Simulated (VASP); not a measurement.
# AlN (P6_3mc) in VASP: relaxation of cell and atoms with PBEsol

Aim: the relaxation of cell and atoms of AlN with PBEsol.

Everything below comes from runs of VASP 6.6.1. Logs are shortened: lines on timing, memory, paths and dates and some standing lists are left out, and cuts for length are marked.

### 1 The cell of the first run

Symmetry: P6_3mc, No. 186, hexagonal system. The conventional cell has a = 3.129 Å, b = 3.129 Å, c = 5.017 Å, α = 90.00°, β = 90.00°, γ = 120.00°. Al (site symmetry 3m) has 4 N at 1.90 to 1.91 Å within 2.5 Å. N (site symmetry 3m) has 4 Al at 1.90 to 1.91 Å within 2.5 Å.

### 2 Relaxation of cell and atoms, PBEsol

File INCAR:

```
SYSTEM = AlN
PREC = Accurate
ENCUT = 600
EDIFF = 1E-6
ISMEAR = 0
SIGMA = 0.02
LREAL = .FALSE.
LASPH = .TRUE.
NELM = 60
ALGO = Normal
ISIF = 3
LWAVE = .FALSE.
LCHARG = .FALSE.
GGA = PS
IBRION = 2
NSW = 100
EDIFFG = -0.005
```

File KPOINTS:

```
Automatic mesh
0
G
  9 9 4
  0 0 0
```

File POSCAR:

```
AlN
1.0
    3.1285881360      0.0000000000      0.0000000000
   -1.5642940680      2.7094368037      0.0000000000
    0.0000000000      0.0000000000      5.0169550000
Al N
2 2
Direct
    0.6666666700      0.3333333300      0.4992870000
    0.3333333300      0.6666666700      0.9992870000
    0.6666666700      0.3333333300      0.8807130000
    0.3333333300      0.6666666700      0.3807130000
```

Potentials or basis: VASP PAW PBE potentials, release 64 (Al, N).

Run with:

```sh
cat potpaw_PBE.64/Al/POTCAR potpaw_PBE.64/N/POTCAR > POTCAR
mpirun -np 1 vasp_std > vasp.out
```

OUTCAR:

```text
SYSTEM = AlN
   PREC = Accurate
   ENCUT = 600
   EDIFF = 1E-6
   ISMEAR = 0
   LREAL = .FALSE.
   LASPH = .TRUE.
   NELM = 60
   ISIF = 3
   GGA = PS
   IBRION = 2
   NSW = 100
   EDIFFG = -0.005

 ion  position               nearest neighbor table
   1  0.667  0.333  0.499-   4 1.90   4 1.90   4 1.90   3 1.91   2 3.09   2 3.09   2 3.09   2 3.09
                             2 3.09   2 3.09
   2  0.333  0.667  0.999-   3 1.90   3 1.90   3 1.90   4 1.91   1 3.09   1 3.09   1 3.09   1 3.09
                             1 3.09   1 3.09
   3  0.667  0.333  0.881-   2 1.90   2 1.90   2 1.90   1 1.91
   4  0.333  0.667  0.381-   1 1.90   1 1.90   1 1.90   2 1.91

  LATTYP: Found a hexagonal cell.
 ALAT       =     3.1285881360
 C/A-ratio  =     1.6035843588

  Lattice vectors:

 A1 = (   3.1285881360,   0.0000000000,   0.0000000000)
 A2 = (  -1.5642940680,   2.7094368037,   0.0000000000)
 A3 = (   0.0000000000,   0.0000000000,   5.0169550000)

Analysis of symmetry for initial positions (statically):
=====================================================================
 Subroutine PRICEL returns:
 Original cell was already a primitive cell.

 Routine SETGRP: Setting up the symmetry group for a
 hexagonal supercell.

 Subroutine GETGRP returns: Found 12 space group operations
 (whereof  6 operations were pure point group operations)
 out of a pool of 24 trial point group operations.

The static configuration has the point symmetry C_3v.
 The point group associated with its full space group is C_6v.

Analysis of symmetry for dynamics (positions and initial velocities):
=====================================================================
 Subroutine PRICEL returns:
 Original cell was already a primitive cell.

 Routine SETGRP: Setting up the symmetry group for a
 hexagonal supercell.

 Subroutine GETGRP returns: Found 12 space group operations
 (whereof  6 operations were pure point group operations)
 out of a pool of 24 trial point group operations.

The dynamic configuration has the point symmetry C_3v.
 The point group associated with its full space group is C_6v.

 Subroutine INISYM returns: Found 12 space group operations
 (whereof  6 operations are pure point group operations),
 and found     1 'primitive' translations

----------------------------------------------------------------------------------------

                                     Primitive cell

  volume of cell :      42.5273

  direct lattice vectors                    reciprocal lattice vectors
     3.128588136  0.000000000  0.000000000     0.319632996  0.184540196  0.000000000
    -1.564294068  2.709436804  0.000000000     0.000000000  0.369080393  0.000000000
     0.000000000  0.000000000  5.016955000     0.000000000  0.000000000  0.199324092

  length of vectors
     3.128588136  3.128588136  5.016955000     0.369080393  0.369080393  0.199324092

  position of ions in fractional coordinates (direct lattice)
     0.666666670  0.333333330  0.499287000
     0.333333330  0.666666670  0.999287000
     0.666666670  0.333333330  0.880713000
     0.333333330  0.666666670  0.380713000

  ion indices of the primitive-cell ions
   primitive index   ion index
                 1           1
                 2           2
                 3           3
                 4           4

----------------------------------------------------------------------------------------

 KPOINTS: Automatic mesh

Automatic generation of k-mesh.
 Grid dimensions read from file:
 generate k-points for:    9    9    4

 Generating k-lattice:

  Cartesian coordinates                     Fractional coordinates (reciprocal lattice)
     0.035514777  0.020504466  0.000000000     0.111111111  0.000000000  0.000000000
     0.000000000  0.041008933  0.000000000     0.000000000  0.111111111  0.000000000
     0.000000000  0.000000000  0.049831023     0.000000000  0.000000000  0.250000000

  Length of vectors
     0.041008933  0.041008933  0.049831023

  Shift w.r.t. Gamma in fractional coordinates (k-lattice)
     0.000000000  0.000000000  0.000000000

 Subroutine IBZKPT returns following result:
 ===========================================

 Found     36 irreducible k-points:

 Following reciprocal coordinates:
            Coordinates               Weight
  0.000000  0.000000  0.000000      1.000000
  0.111111  0.000000  0.000000      6.000000
  0.222222  0.000000  0.000000      6.000000
  0.333333  0.000000  0.000000      6.000000
  0.444444  0.000000  0.000000      6.000000
  0.111111  0.111111  0.000000      6.000000
[... 16 lines left out ...]
  0.333333  0.222222  0.250000     24.000000
  0.333333  0.333333  0.250000      4.000000
 [... further k-points ...]
   k-points           NKPTS =     36   k-points in BZ     NKDIM =     36   number of bands    NBANDS=     12
   number of dos      NEDOS =    301   number of ions     NIONS =      4
   total plane-waves  NPLWV =  31360
   dimension x,y,z NGX =    28 NGY =   28 NGZ =   40
   dimension x,y,z NGXF=    56 NGYF=   56 NGZF=   80
   ions per type =               2   2
   NGX,Y,Z   is equivalent  to a cutoff of  14.88, 14.88, 13.25 a.u.
   NGXF,Y,Z  is equivalent  to a cutoff of  29.76, 29.76, 26.51 a.u.
 SYSTEM =  AlN
   PREC   = accura    normal or accurate (medium, high low for compatibility)
   ISTART =      0    job   : 0-new  1-cont  2-samecut
   ICHARG =      2    charge: 1-file 2-atom 10-const
   ISPIN  =      1    spin polarized calculation?
   LNONCOLLINEAR =      F non collinear calculations
   LSORBIT =      F    spin-orbit coupling
   LASPH  =      T    aspherical Exc in radial PAW
   ENCUT  =  600.0 eV  44.10 Ry    6.64 a.u.   6.25  6.25 10.02*2*pi/ulx,y,z
   NELM   =     60;   NELMIN=  2; NELMDL= -5     # of ELM steps
   EDIFF  = 0.1E-05   stopping-criterion for ELM
   LREAL  =      F    real-space projection
   EDIFFG = -.5E-02   stopping-criterion for IOM
   NSW    =    100    number of steps for IOM
   IBRION =      2    ionic relax: 0-MD 1-quasi-New 2-CG
   NFREE  =      1    steps in history (QN), initial steepest desc. (CG)
   ISIF   =      3    stress and relaxation
   ISYM   =      2    0-nonsym 1-usesym 2-fastsym
   POTIM  = 0.5000    time-step for ionic-motion
   TEBEG  =    0.0;   TEEND  =   0.0 temperature during run
   PSTRESS=    0.0 pullay stress
   NELECT =      16.0000    total number of electrons
   NUPDOWN=      -1.0000    fix difference up-down
   EMIN   =  10.00;   EMAX   =-10.00  energy-range for DOS
   EFERMI =   0.00;   METHOD = LEGACY
   ISMEAR =     0;   SIGMA  =   0.02  broadening in eV -4-tet -1-fermi 0-gaus
   EFERMI_NEDOS =   21; number of points for ismear=-14 and -15
   IALGO  =     38    algorithm
   IMIX   =      4    mixing-type and parameters
     AMIX     =   0.40;   BMIX     =  1.00
     AMIX_MAG =   1.60;   BMIX_MAG =  1.00
  volume/ion in A,a.u.               =      10.63        71.75
  Fermi-wavevector in a.u.,A,eV,Ry     =   1.181841  2.233355 19.003903  1.396747
  Thomas-Fermi vector in A             =   2.318106
   LORBIT       =      0    0 simple, 1 ext, 2 COOP (PROOUT), +10 PAW based schemes
   GGA     = PS    functional components
   LHFCALC =     F    Hartree Fock is set to
   AEXX    =    0.0000 exact exchange contribution
   IVDW    =     0    specifies the selected vdW correction
   LEPSILON=     F    determine dielectric tensor
   LRPA    =     F    only Hartree local field effects (RPA)
 conjugate gradient relaxation of ions
 non-spin polarized calculation
 Gauss-broadening in eV      SIGMA  =   0.02
  energy-cutoff  :      600.00
  volume of cell :       42.53
 maximum number of plane-waves:      1434
 NGX is ok and might be reduce to    28
   NGX = 13   NGY = 13   NGZ = 21

--------------------------------------- Ionic step        1  -------------------------------------------

 number of electron      15.9999999 magnetization

 Free energy of the ion-electron system (eV)
  ---------------------------------------------------
  ext. energy  EPLUGINS =         0.00000000
  ---------------------------------------------------
  free energy    TOTEN  =       -31.30915166 eV

  energy without entropy =      -31.30915166  energy(sigma->0) =      -31.30915166

------------------------ aborting loop because EDIFF is reached ----------------------------------------

  FORCE on cell =-STRESS in cart. coord.  units (eV):
  Direction    XX          YY          ZZ          XY          YZ          ZX
  --------------------------------------------------------------------------------------
  -------------------------------------------------------------------------------------
  Total       -0.8759272     -0.8759272     -0.9202177      0.0000000      0.0000000     -0.0000000
  in kB      -32.9997725    -32.9997725    -34.6683789      0.0000000      0.0000000     -0.0000000
  external PRESSURE =     -33.5559747 kB  Pullay stress =       0.0000000 kB
[... 251 lines left out ...]
  energy  without entropy=      -31.3166908866  energy(sigma->0) =      -31.31669089

--------------------------------------- Ionic step        8  -------------------------------------------

 number of electron      15.9999999 magnetization

 Free energy of the ion-electron system (eV)
  ---------------------------------------------------
  ext. energy  EPLUGINS =         0.00000000
  ---------------------------------------------------
  free energy    TOTEN  =       -31.31669713 eV

  energy without entropy =      -31.31669713  energy(sigma->0) =      -31.31669713

 E-fermi :   6.2070     XC(G=0): -11.1029

 val. band max:        6.0582710869   @ k =   0.0000   0.0000   0.0000
 cond. band min:      10.1764719949   @ k =   0.0000   0.0000   0.0000
 fundamental gap:      4.1182009080
 Fermi energy:         6.2069928867

 k-point     1 :       0.0000    0.0000    0.0000
  band No.  band energies     occupation
      1      -9.1090      2.00000
      2      -6.9268      2.00000
      3       0.0042      2.00000
      4       5.1789      2.00000
      5       5.1789      2.00000
      6       5.8335      2.00000
      7       5.8335      2.00000
      8       6.0583      2.00000
      9      10.1765      0.00000
     10      12.6110      0.00000
     11      16.5566      0.00000
     12      17.0815      0.00000
[... 331 lines left out ...]
 k-point    24 :       0.3333    0.3333    0.2500
  band No.  band energies     occupation
      1      -6.5491      2.00000
      2      -6.5491      2.00000
      3       1.4269      2.00000
      4       1.5782      2.00000
      5       1.5782      2.00000
      6       3.0658      2.00000
      7       4.5634      2.00000
      8       4.5634      2.00000
      9      11.7988      0.00000
     10      14.1342      0.00000
     11      14.5929      0.00000
     12      14.5929      0.00000

 [... further k-points ...]
[... 5 lines left out ...]
  --------------------------------------------------------------------------------------
  -------------------------------------------------------------------------------------
  Total        0.0003875      0.0003875     -0.0037317      0.0000000     -0.0000000      0.0000000
  in kB        0.0148495      0.0148495     -0.1429946      0.0000000     -0.0000000      0.0000000
  external PRESSURE =      -0.0377652 kB  Pullay stress =       0.0000000 kB
[... 19 lines left out ...]
  FREE ENERGIE OF THE ION-ELECTRON SYSTEM (eV)
  ---------------------------------------------------
  free  energy   TOTEN  =       -31.3166971297 eV

  energy  without entropy=      -31.3166971297  energy(sigma->0) =      -31.31669713

 reached required accuracy - stopping structural energy minimisation
```

Run time: 3.1 min. Hardware: 1 thread of AMD EPYC 7R13, shared host; peak memory 0.15 GiB.

What came out:

```yaml
Free_energy: -31.3167 eV
Relaxed_volume: 10.45 Å³/atom
Relaxed_cell: a = 3.113 Å, b = 3.113 Å, c = 4.982 Å, α = 90.00°, β = 90.00°, γ = 120.00°
Space_group_after_relaxing_to_0.05_Å: P6_3mc (No. 186)
Energy_gained_by_relaxing: 1.9 meV/atom
Ionic_steps: 8
Pressure_after_relaxing: 0.0 GPa
Band_gap_on_the_k_mesh: 4.12 eV, direct
```

Step by step:
| step | energy change (eV) | largest force (eV/Å) | pressure (GPa) | volume (Å³) |
| --- | --- | --- | --- | --- |
| 1 | 0.0000 | 0.0062 | -3.36 | 42.53 |
| 2 | -0.0011 | 0.0176 | 3.24 | 41.17 |
| 3 | -0.0075 | 0.0119 | -0.02 | 41.82 |
| 4 | -0.0075 | 0.0119 | 0.05 | 41.80 |
| 5 | -0.0075 | 0.0102 | 0.05 | 41.80 |
| 6 | -0.0075 | 0.0087 | 0.05 | 41.80 |
| 7 | -0.0075 | 0.0074 | -0.05 | 41.82 |
| 8 | -0.0075 | 0.0000 | 0.00 | 41.81 |

Final structure:
```xyz
4
Lattice="3.1130 0.0000 0.0000 -1.5565 2.6959 0.0000 0.0000 0.0000 4.9821" Properties=species:S:1:pos:R:3 pbc="T T T"
Al    1.5565    0.8986    2.4861
Al    0.0000    1.7973    4.9771
N     1.5565    0.8986    4.3892
N     0.0000    1.7973    1.8982
```

Caveat: the PAW data sets were made with another functional, which shifts forces and pressure a little. PBEsol gaps usually lie below the measured ones, often by a third to a half.
